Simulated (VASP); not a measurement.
# KBr (Fm-3m) in VASP: G0W0 quasiparticle levels with PBE

Aim: the G0W0 quasiparticle levels of KBr with PBE.

Everything below comes from runs of VASP 6.6.1. Logs are shortened: lines on timing, memory, paths and dates and some standing lists are left out, and cuts for length are marked.

## (1) The cell of the first run

Symmetry: Fm-3m, No. 225, cubic system. The conventional cell has a = 6.605 Å, b = 6.605 Å, c = 6.605 Å, α = 90.00°, β = 90.00°, γ = 90.00°. K (site symmetry m-3m) has 6 Br at 3.30 Å within 4.3 Å. Br (site symmetry m-3m) has 6 K at 3.30 Å within 4.3 Å.

## (2) G0W0 quasiparticle levels, PBE

Contents of POSCAR:

```
KBr
1.0
    0.0000000000      3.3024387157      3.3024387157
    3.3024387157      0.0000000000      3.3024387157
    3.3024387157      3.3024387157      0.0000000000
K Br
1 1
Direct
    0.0000000000      0.0000000000      0.0000000000
    0.5000000000      0.5000000000      0.5000000000
```

Contents of INCAR.step1:

```
SYSTEM = KBr
PREC = Accurate ; ENCUT = 500
EDIFF = 1E-8 ; ISMEAR = 0
SIGMA = 0.01 ; LREAL = .FALSE.
LASPH = .TRUE. ; NELM = 80
ALGO = Normal ; LWAVE = .TRUE.
LCHARG = .FALSE. ; GGA = PE
```

Contents of INCAR.step2:

```
SYSTEM = KBr
PREC = Accurate ; ENCUT = 500
EDIFF = 1E-8 ; ISMEAR = 0
SIGMA = 0.01 ; LREAL = .FALSE.
LASPH = .TRUE. ; NELM = 1
ALGO = Exact ; LWAVE = .TRUE.
LCHARG = .FALSE. ; GGA = PE
NBANDS = 171 ; LOPTICS = .TRUE.
ISTART = 1
```

Contents of INCAR.step3:

```
SYSTEM = KBr
PREC = Accurate ; ENCUT = 500
EDIFF = 1E-8 ; ISMEAR = 0
SIGMA = 0.01 ; LREAL = .FALSE.
LASPH = .TRUE. ; ALGO = EVGW0
LWAVE = .FALSE. ; LCHARG = .FALSE.
GGA = PE ; NELMGW = 1
NBANDS = 171 ; ENCUTGW = 100.0
NOMEGA = 96 ; PRECFOCK = Fast
ISTART = 1 ; NBANDSGW = 16
OMEGAMAX = 20
```

Contents of KPOINTS:

```
Automatic mesh
0
G
  4 4 4
  0 0 0
```

Potentials or basis: VASP PAW PBE potentials, release 64 (K_sv_GW, Br_GW).

Launch:

```bash
> cat potpaw_PBE.64/K_sv_GW/POTCAR potpaw_PBE.64/Br_GW/POTCAR > POTCAR
> cp INCAR.step1 INCAR
> mpirun -np 1 vasp_std > vasp.out
> cp INCAR.step2 INCAR
> mpirun -np 1 vasp_std > vasp.out
> cp INCAR.step3 INCAR
> mpirun -np 1 vasp_std > vasp.out
```

OUTCAR:

```text
SYSTEM = KBr
   PREC = Accurate
   ENCUT = 500
   EDIFF = 1E-8
   ISMEAR = 0
   LREAL = .FALSE.
   LASPH = .TRUE.
   GGA = PE
   NELMGW = 1
   ENCUTGW = 100.0
   PRECFOCK = Fast
   ISTART = 1

 ion  position               nearest neighbor table
   1  0.000  0.000  0.000-
   2  0.500  0.500  0.500-

  LATTYP: Found a face centered cubic cell.
 ALAT       =     6.6048774314

  Lattice vectors:

 A1 = (   0.0000000000,   3.3024387157,   3.3024387157)
 A2 = (   3.3024387157,   0.0000000000,   3.3024387157)
 A3 = (   3.3024387157,   3.3024387157,   0.0000000000)

Analysis of symmetry for initial positions (statically):
=====================================================================
 Subroutine PRICEL returns:
 Original cell was already a primitive cell.

 Routine SETGRP: Setting up the symmetry group for a
 face centered cubic supercell.

 Subroutine GETGRP returns: Found 48 space group operations
 (whereof 48 operations were pure point group operations)
 out of a pool of 48 trial point group operations.

The static configuration has the point symmetry O_h .

Analysis of symmetry for dynamics (positions and initial velocities):
=====================================================================
 Subroutine PRICEL returns:
 Original cell was already a primitive cell.

 Routine SETGRP: Setting up the symmetry group for a
 face centered cubic supercell.

 Subroutine GETGRP returns: Found 48 space group operations
 (whereof 48 operations were pure point group operations)
 out of a pool of 48 trial point group operations.

The dynamic configuration has the point symmetry O_h .

 Subroutine INISYM returns: Found 48 space group operations
 (whereof 48 operations are pure point group operations),
 and found     1 'primitive' translations

----------------------------------------------------------------------------------------

                                     Primitive cell

  volume of cell :      72.0335

  direct lattice vectors                    reciprocal lattice vectors
     0.000000000  3.302438716  3.302438716    -0.151403264  0.151403264  0.151403264
     3.302438716  0.000000000  3.302438716     0.151403264 -0.151403264  0.151403264
     3.302438716  3.302438716  0.000000000     0.151403264  0.151403264 -0.151403264

  length of vectors
     4.670353621  4.670353621  4.670353621     0.262238145  0.262238145  0.262238145

  position of ions in fractional coordinates (direct lattice)
     0.000000000  0.000000000  0.000000000
     0.500000000  0.500000000  0.500000000

  ion indices of the primitive-cell ions
   primitive index   ion index
                 1           1
                 2           2

----------------------------------------------------------------------------------------

 KPOINTS: Automatic mesh

Automatic generation of k-mesh.
 Grid dimensions read from file:
 generate k-points for:    4    4    4

 Generating k-lattice:

  Cartesian coordinates                     Fractional coordinates (reciprocal lattice)
    -0.037850816  0.037850816  0.037850816     0.250000000  0.000000000  0.000000000
     0.037850816 -0.037850816  0.037850816     0.000000000  0.250000000  0.000000000
     0.037850816  0.037850816 -0.037850816     0.000000000  0.000000000  0.250000000

  Length of vectors
     0.065559536  0.065559536  0.065559536

  Shift w.r.t. Gamma in fractional coordinates (k-lattice)
     0.000000000  0.000000000  0.000000000

 Subroutine IBZKPT returns following result:
 ===========================================

 Found      8 irreducible k-points:

 Following reciprocal coordinates:
            Coordinates               Weight
  0.000000  0.000000  0.000000      1.000000
  0.250000  0.000000  0.000000      8.000000
  0.500000  0.000000  0.000000      4.000000
  0.250000  0.250000  0.000000      6.000000
  0.500000  0.250000  0.000000     24.000000
 -0.250000  0.250000  0.000000     12.000000
  0.500000  0.500000  0.000000      3.000000
 -0.250000  0.500000  0.250000      6.000000
   k-points           NKPTS =      8   k-points in BZ     NKDIM =     64   number of bands    NBANDS=    171
   number of dos      NEDOS =    301   number of ions     NIONS =      2
   total plane-waves  NPLWV =  46656
   dimension x,y,z NGX =    36 NGY =   36 NGZ =   36
   dimension x,y,z NGXF=    72 NGYF=   72 NGZF=   72
   ions per type =               1   1
   NGX,Y,Z   is equivalent  to a cutoff of  12.81, 12.81, 12.81 a.u.
   NGXF,Y,Z  is equivalent  to a cutoff of  25.63, 25.63, 25.63 a.u.
 SYSTEM =  KBr
   PREC   = accura    normal or accurate (medium, high low for compatibility)
   ISTART =      1    job   : 0-new  1-cont  2-samecut
   ICHARG =      0    charge: 1-file 2-atom 10-const
   ISPIN  =      1    spin polarized calculation?
   LNONCOLLINEAR =      F non collinear calculations
   LSORBIT =      F    spin-orbit coupling
   LASPH  =      T    aspherical Exc in radial PAW
   ENCUT  =  500.0 eV  36.75 Ry    6.06 a.u.   8.52  8.52  8.52*2*pi/ulx,y,z
   NELM   =     60;   NELMIN=  2; NELMDL=  0     # of ELM steps
   EDIFF  = 0.1E-07   stopping-criterion for ELM
   LREAL  =      F    real-space projection
   EDIFFG = 0.1E-06   stopping-criterion for IOM
   NSW    =      0    number of steps for IOM
   IBRION =     -1    ionic relax: 0-MD 1-quasi-New 2-CG
   NFREE  =      0    steps in history (QN), initial steepest desc. (CG)
   ISIF   =      0    stress and relaxation
   ISYM   =      3    0-nonsym 1-usesym 2-fastsym
   POTIM  = 0.5000    time-step for ionic-motion
   TEBEG  =    0.0;   TEEND  =   0.0 temperature during run
   PSTRESS=    0.0 pullay stress
   NELECT =      16.0000    total number of electrons
   NUPDOWN=      -1.0000    fix difference up-down
   EMIN   =  10.00;   EMAX   =-10.00  energy-range for DOS
   EFERMI =   0.00;   METHOD = LEGACY
   ISMEAR =     0;   SIGMA  =   0.01  broadening in eV -4-tet -1-fermi 0-gaus
   EFERMI_NEDOS =   21; number of points for ismear=-14 and -15
   IALGO  =     38    algorithm
   IMIX   =      4    mixing-type and parameters
     AMIX     =   0.40;   BMIX     =  1.00
     AMIX_MAG =   1.60;   BMIX_MAG =  1.00
  volume/ion in A,a.u.               =      36.02       243.05
  Fermi-wavevector in a.u.,A,eV,Ry     =   0.991448  1.873566 13.374114  0.982970
  Thomas-Fermi vector in A             =   2.123190
   LORBIT       =      0    0 simple, 1 ext, 2 COOP (PROOUT), +10 PAW based schemes
   GGA     = PE    functional components
   LHFCALC =     T    Hartree Fock is set to
   PRECFOCK=fast      Normal, Fast or Accurate (Low or Medium for compatibility)
   ENCUT4O =  -1.0   cutoff for four orbital integrals eV
   NKREDX  =     1    reduce k-point grid by
   NKREDY  =     1    reduce k-point grid by
   NKREDZ  =     1    reduce k-point grid by
   AEXX    =    1.0000 exact exchange contribution
   HFSCREEN=    0.0000 screening length (either q_TF or 0.3 A-1)
   HFSCREENC=   0.0000 screening length for correlation (either q_TF or 0.3 A-1)
   ENCUTFOCK=  -1.0 apply spherical cutoff to Coloumb kernel
   IVDW    =     0    specifies the selected vdW correction
   LEPSILON=     F    determine dielectric tensor
   LRPA    =     F    only Hartree local field effects (RPA)
   LRPAFORCE           =     F    calculate RPA forces
   ENCUTGW             = 100.0    cutoff for response function in eV
   ENCUTGWSOFT         =  80.0    soft cutoff for Coulomb kernel in GW response function in eV
   ENCUTLF             =  -1.0    cutoff for local field effects
   NELMGW              =     1    number of iterations in solving QP/BSE equation
   NELMHF              =     1    number of iterations in the inner HF iteration
   NKREDLFX            =     1    NKREDLFY  =   1   NKREDLFZ  =   1
 non-spin polarized calculation
 Gauss-broadening in eV      SIGMA  =   0.01
  energy-cutoff  :      500.00
  volume of cell :       72.03
 maximum number of plane-waves:      1850
 NGX is ok and might be reduce to    36
  NGX = 20; NGY = 20; NGZ = 20
   NGX = 17   NGY = 17   NGZ = 17
 maximum number of plane-waves:       174
 NGX is ok and might be reduce to    18

 QP shifts <psi_nk| G(iteration)W_0 |psi_nk>: iteration 1
 for sc-GW calculations column KS-energies equals QP-energies in previous step
 and V_xc(KS)=  KS-energies - (<T + V_ion + V_H > + <T+V_H+V_ion>^1  + <V_x>^1)

 k-point   1 :       0.0000    0.0000    0.0000
  band No.  KS-energies  QP-energies   sigma(KS)   V_xc(KS)     V^pw_x(r,r')   Z            occupation Imag(sigma)

      1     -28.3897     -30.2170     -21.5037     -18.5208     -30.7420       0.6126       2.0000       0.4046
      2     -12.9001     -14.4539     -15.9834     -13.9540     -22.1666       0.7656       2.0000       1.2542
      3     -11.8667     -14.8397     -21.4931     -17.8071     -24.6577       0.8066       2.0000       0.0704
      4     -11.8667     -14.8397     -21.4931     -17.8071     -24.6577       0.8066       2.0000       0.0704
      5     -11.8667     -14.8397     -21.4931     -17.8071     -24.6577       0.8066       2.0000       0.0704
      6      -0.6106      -2.4303     -14.8971     -12.6317     -16.5267       0.8033       2.0000       0.0369
[... 8 lines left out ...]
     15      10.9769      11.1086      -4.1925      -4.3585      -0.7458       0.7929       0.0000      -0.1225
     16      14.2655      17.1025      -9.6395     -13.1764      -5.7433       0.8021       0.0000      -0.1489

 k-point   2 :       0.2500    0.0000    0.0000
  band No.  KS-energies  QP-energies   sigma(KS)   V_xc(KS)     V^pw_x(r,r')   Z            occupation Imag(sigma)

      1     -28.3869     -30.2132     -21.5048     -18.5262     -30.7464       0.6131       2.0000       0.4029
      2     -12.9964     -14.7324     -16.4934     -14.2260     -22.3657       0.7656       2.0000       1.1222
      3     -11.8695     -14.8436     -21.4864     -17.8013     -24.6488       0.8071       2.0000       0.0692
      4     -11.8695     -14.8436     -21.4864     -17.8013     -24.6488       0.8071       2.0000       0.0692
      5     -11.7356     -14.5085     -21.0059     -17.5716     -24.4590       0.8074       2.0000       0.1876
      6      -1.2784      -3.1855     -13.9936     -11.5934     -15.6325       0.7945       2.0000       0.0398
[... 8 lines left out ...]
     15      11.5266      13.3778      -7.8067     -10.1082      -4.1429       0.8043       0.0000      -0.0886
     16      12.3306      14.3748      -8.3170     -10.8308      -4.5902       0.8132       0.0000      -0.0913

 k-point   3 :       0.5000    0.0000    0.0000
  band No.  KS-energies  QP-energies   sigma(KS)   V_xc(KS)     V^pw_x(r,r')   Z            occupation Imag(sigma)

      1     -28.3841     -30.2107     -21.5059     -18.5315     -30.7509       0.6141       2.0000       0.4010
      2     -13.0764     -14.9345     -16.8097     -14.3851     -22.4826       0.7664       2.0000       1.0333
      3     -11.8722     -14.8465     -21.4799     -17.7956     -24.6399       0.8073       2.0000       0.0678
      4     -11.8722     -14.8465     -21.4799     -17.7956     -24.6399       0.8073       2.0000       0.0678
      5     -11.6199     -14.2621     -20.7112     -17.4516     -24.3440       0.8106       2.0000       0.2578
      6      -1.7832      -3.7850     -13.5745     -11.0449     -15.2964       0.7913       2.0000       0.0436
[... 74 lines left out ...]
      1     -28.3825     -30.2145     -21.5096     -18.5345     -30.7532       0.6158       2.0000       0.4035
      2     -12.8034     -14.3480     -16.0941     -14.0846     -22.2335       0.7687       2.0000       1.2570
      3     -11.9563     -14.9359     -21.2988     -17.5870     -24.4693       0.8027       2.0000       0.0818
      4     -11.9023     -14.8701     -21.4207     -17.7239     -24.5870       0.8028       2.0000       0.0752
      5     -11.9023     -14.8701     -21.4207     -17.7239     -24.5870       0.8028       2.0000       0.0752
      6      -1.4217      -3.3744     -14.1754     -11.7047     -15.9100       0.7904       2.0000       0.0410
[... 8 lines left out ...]
     15      10.0956      12.7542      -8.8599     -12.1041      -5.3278       0.8195       0.0000      -0.0612
     16      12.1366      12.9305      -6.6704      -7.6807      -2.8615       0.7859       0.0000      -0.1464

 k-point   8 :      -0.2500    0.5000    0.2500
  band No.  KS-energies  QP-energies   sigma(KS)   V_xc(KS)     V^pw_x(r,r')   Z            occupation Imag(sigma)

      1     -28.3824     -30.2151     -21.5088     -18.5346     -30.7534       0.6162       2.0000       0.4027
      2     -12.8992     -14.5870     -16.4771     -14.2729     -22.3786       0.7657       2.0000       1.1485
      3     -11.9291     -14.9012     -21.3598     -17.6557     -24.5279       0.8024       2.0000       0.0784
      4     -11.9291     -14.9012     -21.3598     -17.6557     -24.5279       0.8024       2.0000       0.0784
      5     -11.7715     -14.5828     -21.0954     -17.6135     -24.4947       0.8074       2.0000       0.1661
      6      -1.1961      -3.1068     -14.3335     -11.9222     -16.0274       0.7924       2.0000       0.0401
[... 8 lines left out ...]
     15      10.3426      12.8315      -9.4114     -12.5124      -5.8021       0.8026       0.0000      -0.0768
     16      11.0533      12.7242      -7.8183      -9.9067      -4.1441       0.8001       0.0000      -0.0978
```

It took 9.2 min on 1 thread of Intel Xeon Platinum 8375C at 2.90GHz (Ice Lake), shared host; peak memory 0.96 GiB.

Results:

| Item | Value |
| --- | --- |
| Quasiparticle gap | 6.88 eV |
| Least direct quasiparticle gap | 6.88 eV |
| Band gap of the starting levels on the mesh | 4.42 eV |
| Least direct gap of the starting levels on the mesh | 4.42 eV |

Caveat: the k points lie up to 0.41 Å⁻¹ apart; bands, screening cutoff and mesh are small and nothing is extrapolated, so the quasiparticle values aren't converged.
